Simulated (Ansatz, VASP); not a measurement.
# Si2Ni: VASP beside Ansatz

Contents of INCAR:

```
  PREC = Accurate
  ENCUT = 520
  EDIFF = 1E-6
  ISMEAR = 0
  SIGMA = 0.15
  LREAL = False
  LASPH = True
  NELM = 80
  ALGO = Normal
  ISIF = 2
  LWAVE = False
  LCHARG = False
  GGA = PE
  NBANDS = 37
```

KPOINTS

```
Automatic mesh
0
Gamma
  14 14 5
```

The input POSCAR:

```
Si2Ni
1.0
    2.7234129136     -2.7234129136      0.0000000000
    2.7234129136      0.0000000000     -2.7234129136
    7.1788766349      7.1788766349      7.1788766349
Si Ni
6 3
Direct
    0.6666666667      0.6666666667      0.3161499573
    1.0000000000      0.0000000000      0.0632401079
    0.3333333333      0.3333333333      0.5690598068
    0.6666666667      0.6666666667      0.6955147315
    1.0000000000      1.0000000000      0.4426048821
    0.3333333333      0.3333333333      0.1896950326
    0.0000000000      0.0000000000      0.6322872692
    0.3333333333      0.3333333333      0.3793774197
    0.6666666667      0.6666666667      0.1264675702
```

Input for Ansatz:

```yaml
crystal:
  lattice:
    - [2.7234129136, -2.7234129136, 0.0]
    - [2.7234129136, 0.0, -2.7234129136]
    - [7.1788766349, 7.1788766349, 7.1788766349]
  atoms:
    - { symbol: Si, position: [0.6666666667, 0.6666666667, 0.3161499573] }
    - { symbol: Si, position: [1.0, 0.0, 0.0632401079] }
    - { symbol: Si, position: [0.3333333333, 0.3333333333, 0.5690598068] }
    - { symbol: Si, position: [0.6666666667, 0.6666666667, 0.6955147315] }
    - { symbol: Si, position: [1.0, 1.0, 0.4426048821] }
    - { symbol: Si, position: [0.3333333333, 0.3333333333, 0.1896950326] }
    - { symbol: Ni, position: [0.0, 0.0, 0.6322872692] }
    - { symbol: Ni, position: [0.3333333333, 0.3333333333, 0.3793774197] }
    - { symbol: Ni, position: [0.6666666667, 0.6666666667, 0.1264675702] }
basis:
  ecutwfc: 420
kpoints:
  mp_grid: { grid: [14, 14, 5] }
hamiltonian:
  xc: pbe
scf:
  occupations: { method: gaussian, width: 0.15 }
output:
  forces: true
  stress: true
  eigenvalues: true
```

Alike in both runs: task single point; functional PBE; k mesh 14 × 14 × 5; occupations gaussian, width 0.15 eV; no spin polarisation.

|  | VASP | Ansatz |
| --- | --- | --- |
| version | VASP 6.6.1 | Ansatz 0.2.0 |
| potentials or method | VASP PAW PBE potentials, release 64 (Si, Ni), cutoff 520 eV | scalar-relativistic, plane waves, PAW |
| valence electrons in the cell | 54 | 78 |

VASP gave:

- gap on the k mesh at the Fermi level (eV): none
- pressure (GPa): -3.5
- traceless stress, the component that is largest in VASP (GPa): 0.41
- rms of the force components (eV/Å): 0.244

Q: Which values does Ansatz return?

A: gap on the k mesh at the Fermi level (eV): none; pressure (GPa): -3.6; traceless stress, the component that is largest in VASP (GPa): 0.42; rms of the force components (eV/Å): 0.246.

Atom by atom the forces differ by 0.004 eV/Å (rms over components). A gap of «none» marks a metal or a gap that the smearing closes. VASP's potentials hold 54 valence electrons a cell and Ansatz's 78, so a difference there can come from the potentials and not from the codes.
